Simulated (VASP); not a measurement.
HfC5: single point with PBE

HfC5:

```
Hf C
1.0
     4.62322    0.00000    0.00000
    -2.31161    4.00383    0.00000
     0.00000    0.00000    2.56049
Hf C
1 5
Direct
  0.00000 0.00000 0.00000
  0.50000 0.00000 0.50000
  0.50000 0.50000 0.50000
  0.00000 0.50000 0.50000
  0.66667 0.33333 0.00000
  0.33333 0.66667 0.00000
```

```yaml
Program: VASP 6.6.1
Task: single point
Functional: PBE
Potentials_or_basis: VASP PAW PBE potentials, release 64 (Hf_pv, C)
Cutoff: 600 eV
k_mesh: 4 × 4 × 4
Occupations: gaussian, width 0.2 eV
Spin: no spin polarisation
```

```yaml
Pressure: -1.7 GPa
Band_gap_on_the_k_mesh: zero (bands 15 and 16 overlap by 2.37 eV)
```

Stress tensor (GPa, compression positive):
```
-1.75  0.00  0.00
 0.00 -1.75  0.00
 0.00  0.00 -1.57
```

Levels at points of the mesh, in eV from the Fermi level:
```tsv
k point	band 12	band 13	band 14	band 15	band 16	band 17	band 18	band 19
(0.00, 0.00, 0.00)	1.01	1.01	1.32	1.72	2.25	2.25	2.29	3.32
(0.50, 0.00, 0.00)	-2.32	-1.89	-1.77	0.49	1.85	2.21	3.36	4.22
(0.00, 0.00, 0.50)	-6.06	-6.06	-0.61	-0.61	2.90	2.90	3.42	4.35
(0.50, 0.00, 0.50)	-2.52	-2.36	-1.40	-1.15	-0.65	-0.60	0.97	2.36
```

Wall time 20 s on 1 thread of Intel(R) Xeon(R) Platinum 8259CL CPU @ 2.50GHz (Skylake/Cascade Lake) (shared host), peak memory 0.18 GiB.

Caveat: the k points lie up to 0.61 Å⁻¹ apart, too coarse for converged energies and pressures of a metal; spin-orbit coupling is left out, which moves the levels of the heavy elements.
